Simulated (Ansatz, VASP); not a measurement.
Cs: VASP beside Ansatz

Contents of INCAR:

```
  PREC = Accurate
  ENCUT = 520
  EDIFF = 1E-6
  ISMEAR = 0
  SIGMA = 0.1
  LREAL = False
  LASPH = True
  NELM = 60
  ALGO = Fast
  ISIF = 2
  LWAVE = False
  LCHARG = False
  GGA = PS
  NBANDS = 16
```

KPOINTS

```
Automatic mesh
0
Gamma
  9 9 6
```

POSCAR

```
Cs
1.0
    5.5514996797      0.0000000000      0.0000000000
   -2.7757498398      4.8077397518      0.0000000000
    0.0000000000      0.0000000000      9.5116057748
Cs
2
Direct
    0.3333333300      0.6666666700      0.2500000000
    0.6666666700      0.3333333300      0.7500000000
```

Input for Ansatz:

```yaml
crystal:
  lattice:
    - [5.5514996797, 0.0, 0.0]
    - [-2.7757498398, 4.8077397518, 0.0]
    - [0.0, 0.0, 9.5116057748]
  atoms:
    - { symbol: Cs, position: [0.33333333, 0.66666667, 0.25] }
    - { symbol: Cs, position: [0.66666667, 0.33333333, 0.75] }
basis:
  ecutwfc: 420
kpoints:
  mp_grid: { grid: [9, 9, 6] }
hamiltonian:
  xc: pbesol
scf:
  occupations: { method: gaussian, width: 0.1 }
output:
  forces: true
  stress: true
  eigenvalues: true
```

Alike in both runs: task single point; functional PBEsol; k mesh 9 × 9 × 6; occupations gaussian, width 0.1 eV; no spin polarisation.

|  | VASP | Ansatz |
| --- | --- | --- |
| version | VASP 6.6.1 | Ansatz 0.2.0 |
| potentials or method | VASP PAW PBE potentials, release 64 (Cs_sv), cutoff 520 eV | scalar-relativistic, plane waves, PAW |
| valence electrons in the cell | 18 | 18 |

|  | VASP | Ansatz | Ansatz less VASP |
| --- | --- | --- | --- |
| gap on the k mesh at the Fermi level (eV) | none | none | - |
| pressure (GPa) | -0.2 | -0.2 | +0.01 |
| traceless stress, the component that is largest in VASP (GPa) | -0.05 | -0.05 | 0.000 |

VASP's potentials were made for PBE, not for PBEsol. A gap of «none» marks a metal or a gap that the smearing closes.

Spin-orbit coupling is off throughout.
